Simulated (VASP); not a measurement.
Set up this calculation in VASP 6.6.1, as the native input.

```
Task                   : single point
Functional             : PBEsol
Potentials or basis    : VASP PAW PBE potentials, release 64 (Al, Ni)
Cutoff                 : 520 eV
k mesh                 : 14 × 14 × 14
Occupations            : gaussian, width 0.15 eV
Spin                   : no spin polarisation
Dipole correction      : no
Further INCAR settings : ALGO = Fast; EDIFF = 1e-07; NBANDS = 24
```

The structure of AlNi3 lies in POSCAR:

```
AlNi3
1.0
    0.0000000000      2.8403839743      2.8403839743
    2.7984078565      0.0419761178      2.7984078565
    2.7984078565      2.7984078565      0.0419761178
Al Ni
1 3
Direct
    0.5000000000      0.5000000000      0.5000000000
    0.2500000000      0.2500000000      0.2500000000
    0.0000000000      0.0000000000      0.0000000000
    0.7500000000      0.7500000000      0.7500000000
```

This cell differs from its parent crystal: strain +0.0300 x Voigt [0, 0, 0, 1, 0, 0].

The input as run:

INCAR

```
ALGO = Fast
EDIFF = 1E-7
ENCUT = 520
GGA = PS
ISIF = 2
ISMEAR = 0
LASPH = True
LCHARG = True
LELF = True
LREAL = False
LVHAR = True
LWAVE = False
NBANDS = 24
NELM = 80
PREC = Accurate
SIGMA = 0.15
```

KPOINTS

```
k-points
0
Gamma
  14 14 14
```

Potentials or basis: VASP PAW PBE potentials, release 64 (Al, Ni).

Run with:

```sh
$ cat potpaw_PBE.64/Al/POTCAR potpaw_PBE.64/Ni/POTCAR > POTCAR
$ mpirun -np 1 vasp_std > vasp.out
```

It gave:

* Pressure: 0.3 GPa
* Largest force: 0.031 eV/Å

Caveat: the cell differs from its parent crystal (strain +0.0300 x Voigt [0, 0, 0, 1, 0, 0]); the PAW data sets were made with another functional, which shifts forces and pressure a little.

Run time: 4.5 min on 1 thread of Intel(R) Xeon(R) 6975P-C (Granite Rapids), with other jobs on the host, peak memory 0.47 GiB.
